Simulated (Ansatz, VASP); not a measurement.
# W in VASP and in Ansatz

The input POSCAR:

```
W
1.0
   -1.6372325000      1.5573675000      1.5973000000
    1.6372325000     -1.5573675000      1.5973000000
    1.6372325000      1.5573675000     -1.5973000000
W
1
Direct
    0.0000000000      0.0000000000      0.0000000000
```

File INCAR.step1:

```
PREC = Accurate
ENCUT = 520
ISMEAR = 0
SIGMA = 0.15
LREAL = F
LASPH = T
NELM = 80
NBANDS = 13
GGA = PE
ALGO = Normal
EDIFF = 1E-4
LWAVE = T
LCHARG = F
```

Contents of INCAR.step2:

```
PREC = Accurate
ENCUT = 520
EDIFF = 1E-6
ISMEAR = 0
SIGMA = 0.15
LREAL = F
LASPH = T
NELM = 80
ALGO = Normal
ISIF = 2
LWAVE = F
LCHARG = F
METAGGA = R2SCAN
LMIXTAU = T
NBANDS = 13
ISTART = 1
```

The input KPOINTS:

```
regular mesh
0
Gamma
  20 20 20
```

Input for Ansatz:

```yaml
crystal:
  lattice:
    - [-1.6372325, 1.5573675, 1.5973]
    - [1.6372325, -1.5573675, 1.5973]
    - [1.6372325, 1.5573675, -1.5973]
  atoms:
    - { symbol: W, position: [0.0, 0.0, 0.0] }
basis:
  ecutwfc: 500
kpoints:
  mp_grid: { grid: [20, 20, 20] }
hamiltonian:
  xc: r2scan
scf:
  occupations: { method: gaussian, width: 0.15 }
output:
  forces: true
  stress: true
  eigenvalues: true
```

Change from the starting cell: strain +0.0250 x Voigt [1, -1, 0, 0, 0, 0], atoms carried along.

Alike in both runs: task single point; functional r2SCAN; k mesh 20 × 20 × 20; occupations gaussian, width 0.15 eV; no spin polarisation.

|  | VASP | Ansatz |
| --- | --- | --- |
| version | VASP 6.6.1 | Ansatz 0.2.0 |
| potentials or method | VASP PAW PBE potentials, release 64 (W_sv), cutoff 520 eV | scalar-relativistic, plane waves, PAW |
| valence electrons in the cell | 14 | 14 |

```tsv
	VASP	Ansatz	Ansatz less VASP
gap on the k mesh at the Fermi level (eV)	none	none	-
pressure (GPa)	-5.8	-6.9	-1.10
traceless stress, the component that is largest in VASP (GPa)	8.70	8.72	+0.025
```

VASP's potentials were made for PBE, not for r2SCAN. A gap of «none» marks a metal or a gap that the smearing closes.

Spin-orbit coupling is off throughout.
